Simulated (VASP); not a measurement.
# Co in VASP: settings compared

Aim: see how the results for Co move with the level of theory and the settings. Levels: r2SCAN, PBE. Tasks: single point.

All numbers are computed with VASP 6.6.1; they aren't measurements. Logs are shortened: lines on timing, memory, paths and dates and some standing lists are left out, and cuts for length are marked.

### Step 1. The cell of the first run

Symmetry: P-3m1, No. 164, trigonal system. Conventional cell: a = 2.536 Å, b = 2.536 Å, c = 4.143 Å, α = 90.00°, β = 90.00°, γ = 120.00°. Within 3.3 Å of Co (site symmetry 3m) lie 12 Co at 2.47 to 2.60 Å.

### Step 2. Single point, r2SCAN, collinear spin, ferromagnetic start

POSCAR

```
Co
1.0
    2.5361491194      0.0000000000      0.0000000000
   -1.2680745597      2.1963695652      0.0000000000
    0.0000000000      0.0000000000      4.1429820789
Co
2
Direct
    0.3333333333      0.6666666667      0.7401390000
    0.6666666667      0.3333333333      0.2598610000
```

INCAR.step1

```
  PREC = Accurate
  ENCUT = 520
  ISMEAR = -1
  SIGMA = 0.05
  LREAL = False
  LASPH = True
  NELM = 150
  ISPIN = 2
  MAGMOM = 2 2
  LMAXMIX = 4
  NBANDS = 20
  GGA = PE
  ALGO = Normal
  EDIFF = 1E-4
  LWAVE = True
  LCHARG = False
```

INCAR.step2

```
  PREC = Accurate
  ENCUT = 520
  EDIFF = 1E-6
  ISMEAR = -1
  SIGMA = 0.05
  LREAL = False
  LASPH = True
  NELM = 150
  ALGO = Normal
  ISIF = 2
  LWAVE = False
  LCHARG = False
  ISPIN = 2
  MAGMOM = 2 2
  LORBIT = 11
  LMAXMIX = 4
  METAGGA = R2SCAN
  LMIXTAU = True
  NBANDS = 20
  ISTART = 1
```

KPOINTS

```
Automatic mesh
0
Gamma
  12 12 7
```

Potentials or basis: VASP PAW PBE potentials, release 64 (Co).

Started as:

```bash
$ cat potpaw_PBE.64/Co/POTCAR > POTCAR
$ cp INCAR.step1 INCAR
$ mpirun -np 1 vasp_std > vasp.out
$ cp INCAR.step2 INCAR
$ mpirun -np 1 vasp_std > vasp.out
```

OUTCAR:

```text
PREC = Accurate
   ENCUT = 520
   EDIFF = 1E-6
   ISMEAR = -1
   LREAL = False
   LASPH = True
   NELM = 150
   ISIF = 2
   ISPIN = 2
   LORBIT = 11
   METAGGA = R2SCAN
   ISTART = 1

 ion  position               nearest neighbor table
   1  0.333  0.667  0.740-   2 2.47   2 2.47   2 2.47   2 2.60   2 2.60   2 2.60
   2  0.667  0.333  0.260-   1 2.47   1 2.47   1 2.47   1 2.60   1 2.60   1 2.60

  LATTYP: Found a hexagonal cell.
 ALAT       =     2.5361491194
 C/A-ratio  =     1.6335719565

  Lattice vectors:

 A1 = (   2.5361491194,   0.0000000000,   0.0000000000)
 A2 = (  -1.2680745597,   2.1963695652,   0.0000000000)
 A3 = (   0.0000000000,   0.0000000000,   4.1429820789)

Analysis of symmetry for initial positions (statically):
=====================================================================
 Subroutine PRICEL returns:
 Original cell was already a primitive cell.

 Routine SETGRP: Setting up the symmetry group for a
 hexagonal supercell.

 Subroutine GETGRP returns: Found 12 space group operations
 (whereof 12 operations were pure point group operations)
 out of a pool of 24 trial point group operations.

The static configuration has the point symmetry D_3d.

Analysis of symmetry for dynamics (positions and initial velocities):
=====================================================================
 Subroutine PRICEL returns:
 Original cell was already a primitive cell.

 Routine SETGRP: Setting up the symmetry group for a
 hexagonal supercell.

 Subroutine GETGRP returns: Found 12 space group operations
 (whereof 12 operations were pure point group operations)
 out of a pool of 24 trial point group operations.

The dynamic configuration has the point symmetry D_3d.

Analysis of structural, dynamic, and magnetic symmetry:
=====================================================================
 Subroutine PRICEL returns:
 Original cell was already a primitive cell.

 Routine SETGRP: Setting up the symmetry group for a
 hexagonal supercell.

 Subroutine GETGRP returns: Found 12 space group operations
 (whereof 12 operations were pure point group operations)
 out of a pool of 24 trial point group operations.

The overall configuration has the point symmetry D_3d.

 Subroutine INISYM returns: Found 12 space group operations
 (whereof 12 operations are pure point group operations),
 and found     1 'primitive' translations
[... 107 lines left out ...]
   NUPDOWN=      -1.0000    fix difference up-down
   EMIN   =  10.00;   EMAX   =-10.00  energy-range for DOS
   EFERMI =   0.00;   METHOD = LEGACY
   ISMEAR =    -1;   SIGMA  =   0.05  broadening in eV -4-tet -1-fermi 0-gaus
   EFERMI_NEDOS =   21; number of points for ismear=-14 and -15
   IALGO  =     38    algorithm
   IMIX   =      4    mixing-type and parameters
     AMIX     =   0.40;   BMIX     =  1.00
     AMIX_MAG =   1.60;   BMIX_MAG =  1.00
  volume/ion in A,a.u.               =      11.54        77.87
  Fermi-wavevector in a.u.,A,eV,Ry     =   1.506958  2.847738 30.897789  2.270923
  Thomas-Fermi vector in A             =   2.617607
   LORBIT       =     11    0 simple, 1 ext, 2 COOP (PROOUT), +10 PAW based schemes
   METAGGA = R2SCAN    functional components
   LHFCALC =     F    Hartree Fock is set to
   AEXX    =    0.0000 exact exchange contribution
   IVDW    =     0    specifies the selected vdW correction
   LEPSILON=     F    determine dielectric tensor
   LRPA    =     F    only Hartree local field effects (RPA)
 spin polarized calculation
  energy-cutoff  :      520.00
  volume of cell :       23.08
 maximum number of plane-waves:       640
 NGX is ok and might be reduce to    20
   NGX =  9   NGY =  9   NGZ = 15

 number of electron      17.9999995 magnetization       3.6024087

 Free energy of the ion-electron system (eV)
  ---------------------------------------------------
  ext. energy  EPLUGINS =         0.00000000
  ---------------------------------------------------
  free energy    TOTEN  =       -26.34706819 eV

  energy without entropy =      -26.33933523  energy(sigma->0) =      -26.34320171

 E-fermi :   9.5521     XC(G=0): -14.2600

 val. band max:        9.5476375854   @ k =  -0.0833   0.2500   0.4286
 cond. band min:       9.5853630429   @ k =  -0.0833   0.2500   0.2857
 fundamental gap:      0.0377254575
 Fermi energy:         9.5520980869

 spin component 1

 k-point     1 :       0.0000    0.0000    0.0000
  band No.  band energies     occupation
      1       0.4970      1.00000
      2       3.9696      1.00000
      3       6.1438      1.00000
      4       6.1439      1.00000
      5       6.1467      1.00000
      6       6.4451      1.00000
[... 541 lines left out ...]
     19      35.6985      0.00000
     20      36.5948      0.00000

 [... further k-points ...]

 spin component 2

 k-point     1 :       0.0000    0.0000    0.0000
  band No.  band energies     occupation
      1      -0.0886      1.00000
      2       5.1495      1.00000
      3       8.4110      1.00000
      4       8.7039      1.00000
      5       8.7039      1.00000
      6       8.8004      1.00000
[... 541 lines left out ...]
     19      36.3892      0.00000
     20      37.3622      0.00000

 [... further k-points ...]
[... 5 lines left out ...]
  --------------------------------------------------------------------------------------
  -------------------------------------------------------------------------------------
  Total       -2.1371196     -2.1371196     -1.8508744      0.0000000      0.0000000      0.0000000
  in kB     -148.3700173   -148.3700173   -128.4973770      0.0000000      0.0000000      0.0000000
  external PRESSURE =    -141.7458039 kB  Pullay stress =       0.0000000 kB

 VOLUME and BASIS-vectors are now :
 -----------------------------------------------------------------------------
  energy-cutoff  :      520.00
  volume of cell :       23.08
      direct lattice vectors                 reciprocal lattice vectors
     2.536149119  0.000000000  0.000000000     0.394298581  0.227648392  0.000000000
    -1.268074560  2.196369565  0.000000000     0.000000000  0.455296784  0.000000000
     0.000000000  0.000000000  4.142982079     0.000000000  0.000000000  0.241372031

 POSITION                                       TOTAL-FORCE (eV/Angst)
 -----------------------------------------------------------------------------------
     -0.00000      1.46425      3.06638         0.000000      0.000000      0.024115
      1.26807      0.73212      1.07660        -0.000000      0.000000     -0.024115
 -----------------------------------------------------------------------------------
    total drift:                               -0.000000      0.000000      0.000000

  FREE ENERGIE OF THE ION-ELECTRON SYSTEM (eV)
  ---------------------------------------------------
  free  energy   TOTEN  =       -26.3470681868 eV

  energy  without entropy=      -26.3393352304  energy(sigma->0) =      -26.34320171

 total charge

# of ion       s       p       d       tot
------------------------------------------
    1        0.488   0.514   7.182   8.184
    2        0.488   0.514   7.182   8.184
--------------------------------------------------
tot          0.976   1.029  14.364  16.368

 magnetization (x)

# of ion       s       p       d       tot
------------------------------------------
    1       -0.010  -0.080   1.971   1.881
    2       -0.010  -0.080   1.971   1.881
--------------------------------------------------
tot         -0.020  -0.160   3.943   3.763
```

OSZICAR.step1:

```text
N       E                     dE             d eps       ncg     rms          rms(c)
DAV:   1     0.858204651378E+02    0.85820E+02   -0.82722E+03  9320   0.122E+03
DAV:   2    -0.116538612931E+02   -0.97474E+02   -0.87868E+02  9068   0.214E+02
DAV:   3    -0.160424779779E+02   -0.43886E+01   -0.42077E+01 10204   0.554E+01
DAV:   4    -0.161097438417E+02   -0.67266E-01   -0.67219E-01 11056   0.603E+00
DAV:   5    -0.161116061670E+02   -0.18623E-02   -0.18622E-02 10420   0.936E-01    0.142E+01
DAV:   6    -0.145389641588E+02    0.15726E+01   -0.83329E+00 10084   0.578E+01    0.767E+00
DAV:   7    -0.140389837172E+02    0.49998E+00   -0.13793E+00 10296   0.218E+01    0.376E+00
DAV:   8    -0.140233245290E+02    0.15659E-01   -0.18205E-02 11636   0.121E+00    0.162E+00
DAV:   9    -0.140092003700E+02    0.14124E-01   -0.36423E-03 14048   0.102E+00    0.460E-01
DAV:  10    -0.140086820323E+02    0.51834E-03   -0.63230E-04 11440   0.312E-01    0.124E-01
DAV:  11    -0.140085814024E+02    0.10063E-03   -0.82013E-05  6364   0.139E-01    0.370E-02
DAV:  12    -0.140085846598E+02   -0.32574E-05   -0.32790E-05  4588   0.581E-02
   1 F= -.14008585E+02 E0= -.14001295E+02  d E =-.145791E-01  mag=     3.3410
```

Wall time 2.9 min (1 thread of Intel Xeon 6975P-C (Granite Rapids), shared host); peak memory 0.2 GiB.

What came out:

```yaml
Free_energy: -26.3471 eV
Pressure: -14.2 GPa
Largest_force: 0.024 eV/Å
Net_moment: 3.60 μB per cell
Site_moments: Co +1.88 μB
Valence_electrons_inside_the_program's_atomic_spheres: Co 8.18
```

Forces on the atoms (eV/Å):
```
Co   0.000  0.000  0.024
Co   0.000  0.000 -0.024
```

Caveat: the PAW data sets were made with another functional, which shifts forces and pressure a little.

### Step 3. Single point, PBE, collinear spin, ferromagnetic start (atoms moved at random)

INCAR

```
SYSTEM = Co
PREC = Accurate
ENCUT = 520
EDIFF = 1E-7
ISMEAR = -1
SIGMA = 0.05
LREAL = .FALSE.
LASPH = .TRUE.
NELM = 150
ALGO = Fast
ISIF = 2
LWAVE = .FALSE.
LCHARG = .FALSE.
ISPIN = 2
MAGMOM = 2 2
LORBIT = 11
LMAXMIX = 4
GGA = PE
NBANDS = 20
```

KPOINTS

```
Automatic mesh
0
G
  12 12 7
  0 0 0
```

POSCAR

```
Co
1.0
    2.4873648738      0.0000000000      0.0000000000
   -1.2436824369      2.1541211692      0.0000000000
    0.0000000000      0.0000000000      4.0632895034
Co
2
Direct
    0.3313670000      0.6497470000      0.7371330000
    0.6702970000      0.3205170000      0.2636990000
```

Potentials or basis: VASP PAW PBE potentials, release 64 (Co).

Started as:

```bash
$ cat potpaw_PBE.64/Co/POTCAR > POTCAR
$ mpirun -np 1 vasp_std > vasp.out
```

OUTCAR:

```text
SYSTEM = Co
   PREC = Accurate
   ENCUT = 520
   EDIFF = 1E-7
   ISMEAR = -1
   LREAL = .FALSE.
   LASPH = .TRUE.
   NELM = 150
   ISIF = 2
   ISPIN = 2
   LORBIT = 11
   GGA = PE

 ion  position               nearest neighbor table
   1  0.331  0.650  0.737-   2 2.39   2 2.40   2 2.41   2 2.57   2 2.58   2 2.58
   2  0.670  0.321  0.264-   1 2.39   1 2.40   1 2.41   1 2.57   1 2.58   1 2.58

  LATTYP: Found a hexagonal cell.
 ALAT       =     2.4873648738
 C/A-ratio  =     1.6335719565

  Lattice vectors:

 A1 = (   2.4873648738,   0.0000000000,   0.0000000000)
 A2 = (  -1.2436824369,   2.1541211692,   0.0000000000)
[... 1321 lines left out ...]

 VOLUME and BASIS-vectors are now :
 -----------------------------------------------------------------------------
  energy-cutoff  :      520.00
  volume of cell :       21.77
      direct lattice vectors                 reciprocal lattice vectors
     2.487364874  0.000000000  0.000000000     0.402031889  0.232113220  0.000000000
    -1.243682437  2.154121169  0.000000000     0.000000000  0.464226439  0.000000000
     0.000000000  0.000000000  4.063289503     0.000000000  0.000000000  0.246106018

 POSITION                                       TOTAL-FORCE (eV/Angst)
 -----------------------------------------------------------------------------------
      0.01615      1.39963      2.99518         0.022270      0.022139      0.704026
      1.26865      0.69043      1.07149        -0.022270     -0.022139     -0.704026
 -----------------------------------------------------------------------------------
    total drift:                                0.000008     -0.000020     -0.000006

  FREE ENERGIE OF THE ION-ELECTRON SYSTEM (eV)
  ---------------------------------------------------
  free  energy   TOTEN  =       -14.0370138900 eV

  energy  without entropy=      -14.0224432247  energy(sigma->0) =      -14.02972856

 total charge

# of ion       s       p       d       tot
------------------------------------------
    1        0.491   0.523   7.264   8.278
    2        0.491   0.523   7.264   8.278
--------------------------------------------------
tot          0.982   1.047  14.529  16.557

 magnetization (x)

# of ion       s       p       d       tot
------------------------------------------
    1       -0.014  -0.053   1.718   1.651
    2       -0.014  -0.053   1.718   1.651
--------------------------------------------------
tot         -0.028  -0.107   3.436   3.301
```

stdout:

```text
POSCAR found type information on POSCAR Co
 POSCAR found :  1 types and       2 ions
 scaLAPACK will be used
 LDA part: xc-table for (Slater+PW92), standard interpolation
 POSCAR, INCAR and KPOINTS ok, starting setup
[... 25 lines left out ...]
WARNING in EDDRMM: call to ZHEGV failed, returncode =   8  4     19
WARNING in EDDRMM: call to ZHEGV failed, returncode =   6  3     19
 num prob  num prob  num prob  num prob  num prob WARNING in EDDRMM: call to ZHEGV failed, returncode =   6  3     17
 num prob  num prob  num prob WARNING in EDDRMM: call to ZHEGV failed, returncode =   8  4     19
 num prob  num prob  num prob WARNING in EDDRMM: call to ZHEGV failed, returncode =   8  4     19
WARNING in EDDRMM: call to ZHEGV failed, returncode =   6  3     19
 num prob  num prob  num prob  num prob WARNING in EDDRMM: call to ZHEGV failed, returncode =   8  4     20
 num prob  num prob  num prob  num prob  num prob  num prob RMM:  18    -0.140370138900E+02    0.85361E-08   -0.23337E-08 27618   0.117E-03
```

It took 5 min on 1 thread of Intel Xeon Platinum 8375C at 2.90GHz (Ice Lake), shared host; peak memory 0.38 GiB.

Results:

* Free energy: -14.0370 eV
* Pressure: 0.8 GPa
* Largest force: 0.705 eV/Å
* Net moment: 3.26 μB per cell
* Site moments: Co +1.65 μB
* Valence electrons inside the program's atomic spheres: Co 8.28

Forces in eV/Å, atoms in the order of the input:
```
Co   0.022  0.022  0.704
Co  -0.022 -0.022 -0.704
```

Stress tensor (GPa, compression positive):
```
 1.63  0.17  0.12
 0.17  1.28  0.12
 0.12  0.12 -0.57
```

Levels at points of the mesh, in eV from the Fermi level:
Spin up:
```tsv
k point	band 7	band 8	band 9	band 10	band 11	band 12	band 13	band 14	band 15	band 16
(0.00, 0.00, 0.00)	-2.36	-1.95	-1.92	-0.88	-0.84	-0.16	6.07	22.03	24.66	24.70
(0.50, 0.00, 0.00)	-2.23	-0.74	-0.73	-0.53	1.31	3.27	9.39	10.56	12.40	13.90
(0.00, 0.50, 0.00)	-2.23	-0.73	-0.72	-0.53	1.25	3.33	9.30	10.45	12.47	13.99
(0.50, 0.50, 0.00)	-2.23	-0.73	-0.72	-0.53	1.27	3.31	9.32	10.48	12.45	13.96
```
Spin down:
| k point | band 5 | band 6 | band 7 | band 8 | band 9 | band 10 |
| --- | --- | --- | --- | --- | --- | --- |
| (0.00, 0.00, 0.00) | -0.98 | -0.71 | -0.70 | -0.17 | -0.10 | -0.06 |
| (0.50, 0.00, 0.00) | -1.11 | -1.10 | -0.66 | 1.17 | 1.27 | 1.34 |
| (0.00, 0.50, 0.00) | -1.13 | -1.03 | -0.64 | 1.18 | 1.28 | 1.33 |
| (0.50, 0.50, 0.00) | -1.12 | -1.05 | -0.65 | 1.18 | 1.28 | 1.34 |

Caveat: the cell differs from its parent crystal (atoms moved at random).
